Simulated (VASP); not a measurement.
A run of VASP 6.6.1:

The input INCAR:

```
PREC = Accurate
ENCUT = 520
EDIFF = 1E-6
ISMEAR = -1
SIGMA = 0.08
LREAL = False
LASPH = True
NELM = 80
ALGO = Normal
ISIF = 2
LWAVE = False
LCHARG = True
GGA = PE
LELF = True
LVHAR = True
NBANDS = 16
```

KPOINTS

```
Automatic mesh
0
Gamma
  14 14 14
```

Contents of POSCAR:

```
CdS
1.0
    0.0000000000      2.5294762901      2.5294762901
    2.5294762901      0.0000000000      2.5294762901
    2.5294762901      2.5294762901      0.0000000000
Cd S
1 1
Direct
    0.0000000000      0.0000000000      0.0000000000
    0.5000000000      0.5000000000      0.5000000000
```

Potentials or basis: VASP PAW PBE potentials, release 64 (Cd, S).

Run with:

```sh
$ cat potpaw_PBE.64/Cd/POTCAR potpaw_PBE.64/S/POTCAR > POTCAR
$ mpirun -np 1 vasp_std > vasp.out
```

Hardware: 1 thread of Intel Xeon 8259CL, with other jobs on the host.

Problem. Estimate the wall time of this run.

Solution. Wall time 86 s on 1 thread of Intel Xeon 8259CL, with other jobs on the host, peak memory 0.19 GiB. Counts: scf iterations 13, k points 104.
